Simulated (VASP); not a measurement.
Crystal: Tc.

```
CELL_PARAMETERS angstrom
0.00000 1.95000 1.95000
1.95000 0.00000 1.95000
1.95000 1.95000 0.00000
ATOMIC_POSITIONS crystal
Tc 0.00000 0.00000 0.00000
```

This isn't the form of Tc at room conditions, which is hcp.

* Program: VASP 6.6.1
* Task: relaxation of cell and atoms
* Functional: r2SCAN
* Dispersion: D4
* Potentials or basis: VASP PAW PBE potentials, release 64 (Tc_pv)
* Cutoff: 600 eV
* k mesh: 10 × 10 × 10
* Occupations: methfessel-paxton, width 0.1 eV
* Spin: no spin polarisation

At the start: pressure -11.4 GPa; volume 14.83 Å³/atom.

Problem. Where does the relaxation end?

Solution. Over 12 steps the energy falls by 20.5 meV/atom and the volume is 14.28 Å³/atom (-3.7 %); space group Fm-3m (No. 225, to 0.1 Å) before and after.

Step by step:
| step | energy change (eV) | largest force (eV/Å) | pressure (GPa) | volume (Å³) |
| --- | --- | --- | --- | --- |
| 1 | 0.0000 | 0.0000 | -11.42 | 14.83 |
| 2 | 0.2022 | 0.0000 | 48.89 | 12.67 |
| 3 | -0.0205 | 0.0000 | -0.73 | 14.31 |
| 4 | -0.0205 | 0.0000 | -0.09 | 14.28 |
| 5 | -0.0205 | 0.0000 | 0.16 | 14.27 |
| 6 | -0.0205 | 0.0000 | -0.42 | 14.29 |
| 7 | -0.0205 | 0.0000 | 0.04 | 14.27 |
| 8 | -0.0205 | 0.0000 | 0.02 | 14.28 |
| 9 | -0.0205 | 0.0000 | -0.06 | 14.28 |
| 10 | -0.0205 | 0.0000 | -0.03 | 14.28 |
| 11 | -0.0205 | 0.0000 | -0.02 | 14.28 |
| 12 | -0.0205 | 0.0000 | -0.01 | 14.28 |

Final structure:
```yaml
crystal:
  lattice:
    - [0.00000, 1.92542, 1.92542]
    - [1.92542, 0.00000, 1.92542]
    - [1.92542, 1.92542, 0.00000]
  atoms:
    - { symbol: Tc, position: [0.00000, 0.00000, 0.00000] }
```

Caveat: the PAW data sets were made with another functional, which shifts forces and pressure a little.
